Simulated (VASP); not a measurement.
B2O, 6 atoms in the cell. Symmetry: P-3m1, No. 164, trigonal system. Conventional cell: a = 2.530 Å, b = 2.530 Å, c = 9.895 Å, α = 90.00°, β = 90.00°, γ = 120.00°. Within 2.1 Å of B (site symmetry 3m) lie 3 O at 1.56 Å and 1 B at 1.75 Å. B (site symmetry 3m) has 3 B at 1.58 Å within 2.1 Å. Within 2.1 Å of O (site symmetry 3m) lie 3 B at 1.56 Å. 

* Program: VASP 6.6.1
* Task: single point
* Functional: PBEsol
* Potentials or basis: VASP PAW PBE potentials, release 64 (B, O)
* Cutoff: 520 eV
* k mesh: 12 × 12 × 4
* Occupations: gaussian, width 0.1 eV
* Spin: no spin polarisation
* Dipole correction: no
* Further INCAR settings: ALGO = Normal; EDIFF = 1e-06; NBANDS = 21

Potentials or basis: VASP PAW PBE potentials, release 64 (B, O).

Launch:

```console
$ cat potpaw_PBE.64/B/POTCAR potpaw_PBE.64/O/POTCAR > POTCAR
$ mpirun -np 1 vasp_std > vasp.out
```

Hardware: 1 thread of Intel(R) Xeon(R) Platinum 8488C (Sapphire Rapids) (shared host).

**Question.** Estimate the wall time of this run.

**Answer.** Wall time 56 s on 1 thread of Intel(R) Xeon(R) Platinum 8488C (Sapphire Rapids) (shared host), peak memory 0.2 GiB. Counts: scf iterations 15, k points 69.
